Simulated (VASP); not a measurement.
**Ag: single point with PBE**

The system is Ag.

```
Ag
1.0
     2.84871    0.00000    0.00000
    -1.42436    2.46706    0.00000
     0.00000    0.00000    9.42006
Ag
4
Cartesian
  0.0000 1.6447 2.3550
  1.4244 0.8224 7.0650
  0.0000 0.0000 0.0000
  0.0000 0.0000 4.7100
```

This cell differs from its parent crystal: strain -0.030 along x and y, -0.015 along z.

```
Program             : VASP 6.6.1
Task                : single point
Functional          : PBE
Potentials or basis : VASP PAW PBE potentials, release 64 (Ag)
Cutoff              : 520 eV
k mesh              : 18 × 18 × 6
Occupations         : gaussian, width 0.15 eV
Spin                : no spin polarisation
```

The pressure is 8.5 GPa. The band gap on the k mesh is zero (bands 22 and 23 overlap by 6.76 eV).

Stress tensor (GPa, compression positive):
```
8.96 0.00 0.00
0.00 8.96 0.00
0.00 0.00 7.43
```

Levels at points of the mesh, in eV from the Fermi level:
```
           k point  band 19  band 20  band 21  band 22  band 23  band 24  band 25  band 26
(0.00, 0.00, 0.00)    -3.65    -3.45    -3.45    -3.04    -3.04    -0.56     3.62    11.11
(0.50, 0.00, 0.00)    -2.81    -2.80    -0.20     0.72     1.12     1.66     4.55     4.60
(0.00, 0.00, 0.50)    -3.20    -3.20    -3.20    -3.20    -2.60    -2.60     6.47     6.47
(0.50, 0.00, 0.50)    -2.82    -2.82     0.27     0.27     1.49     1.49     4.93     4.93
```

Run time: 4.5 min on 1 thread of AMD EPYC 7R13 Processor (Zen 3) (shared host), peak memory 0.31 GiB.

Caveat: the cell differs from its parent crystal (strain -0.030 along x and y, -0.015 along z); the cell stands under pressure.
